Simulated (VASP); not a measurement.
Set up this calculation in VASP 6.6.1, as the native input.

| Property | Result |
| --- | --- |
| Task | single point |
| Functional | LDA |
| Potentials or basis | VASP PAW LDA potentials, release 64 (Sc_sv, Hg) |
| Cutoff | 520 eV |
| k mesh | 8 × 8 × 8 |
| Occupations | methfessel-paxton, width 0.1 eV |
| Spin | no spin polarisation |
| Dipole correction | no |
| Further INCAR settings | ALGO = Normal; EDIFF = 1e-07; NBANDS = 18 |

The structure of ScHg lies in POSCAR:

```
ScHg
1.0
    3.5257947253      0.0000000000      0.0000000000
    0.0000000000      3.5257947253      0.0000000000
    0.0000000000      0.0000000000      3.5257947253
Sc Hg
1 1
Direct
    0.5000000000      0.5000000000      0.5000000000
    0.0000000000      0.0000000000      0.0000000000
```

The input as run:

INCAR

```
PREC = Accurate ; ENCUT = 520
EDIFF = 1E-7 ; ISMEAR = 1
SIGMA = 0.1 ; LREAL = False
LASPH = True ; NELM = 80
ALGO = Normal ; ISIF = 2
LWAVE = False ; LCHARG = False
NBANDS = 18
```

KPOINTS

```
regular mesh
0
Gamma
  8 8 8
```

Potentials or basis: VASP PAW LDA potentials, release 64 (Sc_sv, Hg).

The run is started by

```sh
$ cat potpaw_LDA.64/Sc_sv/POTCAR potpaw_LDA.64/Hg/POTCAR > POTCAR
$ mpirun -np 1 vasp_std > vasp.out
```

Results of the run:

| Item | Value |
| --- | --- |
| Pressure | -6.4 GPa |

Run time: 20 s on 1 thread of Intel(R) Xeon(R) Platinum 8488C (Sapphire Rapids) (shared host), peak memory 0.16 GiB.
